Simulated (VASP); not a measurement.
Wanted: the native input for a VASP 6.6.1 run.

```yaml
Task: single point
Functional: PBE
Potentials_or_basis: VASP PAW PBE potentials, release 64 (B, P)
Cutoff: 520 eV
k_mesh: 10 × 10 × 10
Occupations: fermi-dirac, width 0.02 eV
Spin: no spin polarisation
Dipole_correction: no
Further_INCAR_settings: ALGO = Normal; EDIFF = 1e-07; NBANDS = 11
```

The structure of BP lies in POSCAR:

```
BP
1.0
    0.0000000000      2.2002661989      2.2961117116
    2.2002661989      0.0000000000      2.2961117116
    2.2002661989      2.2002661989      0.0000000000
B P
1 1
Direct
    0.0000000000      0.0000000000      0.0000000000
    0.2500000000      0.2500000000      0.2500000000
```

This cell differs from its parent crystal: epitaxial xy strain -3.0%.

The input as run:

INCAR

```
PREC     = Accurate       # precision mode
ENCUT    = 520            # plane-wave cutoff, eV
EDIFF    = 1E-7           # SCF threshold, eV
ISMEAR   = -1             # smearing method
SIGMA    = 0.02           # smearing width, eV
LREAL    = False          # projectors in reciprocal space
LASPH    = True           # aspherical terms in the spheres
NELM     = 100            # most SCF steps
ALGO     = Normal         # electronic algorithm
ISIF     = 2              # what is computed and relaxed
LWAVE    = False          # write WAVECAR
LCHARG   = False          # write CHGCAR
GGA      = PE             # functional
NBANDS   = 11             # bands
```

KPOINTS

```
Automatic mesh
0
Gamma
  10 10 10
```

Potentials or basis: VASP PAW PBE potentials, release 64 (B, P).

Launch:

```sh
$ cat potpaw_PBE.64/B/POTCAR potpaw_PBE.64/P/POTCAR > POTCAR
$ mpirun -np 1 vasp_std > vasp.out
```

Results of the run:

- Pressure: 9.9 GPa
- Band gap on the k mesh: 0.84 eV, indirect (least direct gap 3.26 eV)

Caveat: the cell differs from its parent crystal (epitaxial xy strain -3.0%).

Wall time 11 s on 1 thread of Intel(R) Xeon(R) Platinum 8488C (Sapphire Rapids) (shared host), peak memory 0.15 GiB.
